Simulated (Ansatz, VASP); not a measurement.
C in VASP and in Ansatz

```
CELL_PARAMETERS angstrom
1.21981 -2.11279 0.00000
1.21981 2.11279 0.00000
0.00000 0.00000 7.12512
ATOMIC_POSITIONS crystal
C 0.91662 0.08338 0.75314
C 0.41662 0.58338 0.24686
C 0.08338 0.91662 0.24686
C 0.58338 0.41662 0.75314
```

Alike in both runs: task single point; functional PBE; k mesh 12 × 12 × 4; occupations fermi-dirac, width 0.05 eV; no spin polarisation.

```csv
,VASP,Ansatz
version,VASP 6.6.1,Ansatz 0.2.0
potentials or method,"VASP PAW PBE potentials, release 64 (C)",Ansatz PAW
plane-wave cutoff (eV),520,420
valence electrons in the cell,16,16
```

Ansatz gave:

```
gap on the k mesh at the Fermi level (eV)                     : 0.02
least direct gap on the mesh (eV)                             : 0.02
pressure (GPa)                                                : 9.4
traceless stress, the component that is largest in VASP (GPa) : -7.67
rms of the force components (eV/Å)                            : 0.015
```

Problem. What did VASP give for the same quantities?

Solution. gap on the k mesh at the Fermi level (eV): 0.02; least direct gap on the mesh (eV): 0.02; pressure (GPa): 9.8; traceless stress, the component that is largest in VASP (GPa): -8.20; rms of the force components (eV/Å): 0.015.

Atom by atom the forces differ by 0.000 eV/Å (rms over components).
